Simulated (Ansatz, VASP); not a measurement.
# BN: VASP beside Ansatz

Contents of INCAR:

```
SYSTEM = BN
PREC     = Accurate       ! precision mode
ENCUT    = 520            ! plane-wave cutoff, eV
EDIFF    = 1E-6           ! SCF threshold, eV
ISMEAR   = 0              ! smearing method
SIGMA    = 0.05           ! smearing width, eV
LREAL    = .False.        ! projectors in reciprocal space
LASPH    = .True.         ! aspherical terms in the spheres
NELM     = 60             ! most SCF steps
ALGO     = Normal         ! electronic algorithm
ISIF     = 2              ! what is computed and relaxed
LWAVE    = .False.        ! write WAVECAR
LCHARG   = .False.        ! write CHGCAR
GGA      = PE             ! functional
NBANDS   = 11             ! bands
```

Contents of KPOINTS:

```
regular mesh
0
Gamma
  12 12 12
  0 0 0
```

The input POSCAR:

```
BN
1.0
    0.0090650050      1.8130010000      1.8130010000
    1.8220660050      0.0000000000      1.8220660050
    1.8130010000      1.8130010000      0.0090650050
B N
1 1
Direct
    0.0000000000      0.0000000000      0.0000000000
    0.7500000000      0.7500000000      0.7500000000
```

Input for Ansatz:

```yaml
crystal:
  lattice:
    - [0.009065005, 1.813001, 1.813001]
    - [1.822066005, 0.0, 1.822066005]
    - [1.813001, 1.813001, 0.009065005]
  atoms:
    - { symbol: B, position: [0.0, 0.0, 0.0] }
    - { symbol: "N", position: [0.75, 0.75, 0.75] }
basis:
  ecutwfc: 420
kpoints:
  mp_grid: { grid: [12, 12, 12] }
hamiltonian:
  xc: pbe
scf:
  occupations: { method: gaussian, width: 0.05 }
output:
  forces: true
  stress: true
  eigenvalues: true
```

Change from the starting cell: strain +0.0100 x Voigt [0, 0, 0, 0, 1, 0], atoms carried along.

Alike in both runs: task single point; functional PBE; k mesh 12 × 12 × 12; occupations gaussian, width 0.05 eV; no spin polarisation.

|  | VASP | Ansatz |
| --- | --- | --- |
| version | VASP 6.6.1 | Ansatz 0.2.0 |
| potentials or method | VASP PAW PBE potentials, release 64 (B, N), cutoff 520 eV | scalar-relativistic, plane waves, PAW |
| valence electrons in the cell | 8 | 8 |

|  | VASP | Ansatz | Ansatz less VASP |
| --- | --- | --- | --- |
| gap on the k mesh at the Fermi level (eV) | 4.42 | 4.44 | +0.012 |
| least direct gap on the mesh (eV) | 8.63 | 8.64 | +0.011 |
| pressure (GPa) | -0.1 | -0.4 | -0.24 |
| traceless stress, the component that is largest in VASP (GPa) | -4.45 | -4.41 | +0.034 |
| rms of the force components (eV/Å) | 0.008 | 0.007 | -0.0011 |

Atom by atom the forces differ by 0.001 eV/Å (rms over components). With one functional, cell and mesh, what is left measures potentials, basis and numerics.
